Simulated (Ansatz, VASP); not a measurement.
**Mo4N in VASP and in Ansatz**

```
Mo N
1.0
     4.31120    0.00000    0.00000
     0.00000    4.31120    0.00000
     0.00000    0.00000    4.31120
Mo N
4 1
Direct
  0.29565 0.29565 0.29565
  0.70435 0.70435 0.29565
  0.70435 0.29565 0.70435
  0.29565 0.70435 0.70435
  0.50000 0.50000 0.50000
```

Alike in both runs: task single point; functional PBE; k mesh 4 × 4 × 4; occupations gaussian, width 0.1 eV; collinear spin.

|  | VASP | Ansatz |
| --- | --- | --- |
| version | VASP 6.6.1 | Ansatz 0.2.0 |
| potentials or method | VASP PAW PBE potentials, release 64 (Mo_sv, N), cutoff 520 eV | scalar-relativistic, plane waves, PAW |
| valence electrons in the cell | 61 | 61 |

|  | VASP | Ansatz | Ansatz less VASP |
| --- | --- | --- | --- |
| gap on the k mesh at the Fermi level (eV) | none | none | - |
| rms of the force components (eV/Å) | 14.870 | 14.500 | -0.3693 |
| net moment per atom (μB) | 0.00 | 0.00 | -0.001 |

Atom by atom the forces differ by 0.369 eV/Å (rms over components). A gap of «none» marks a metal or a gap that the smearing closes. With one functional, cell and mesh, what is left measures potentials, basis and numerics. Ansatz's warnings: seeded moment not kept.

The k mesh is coarse, so the values compare programs but aren't converged.
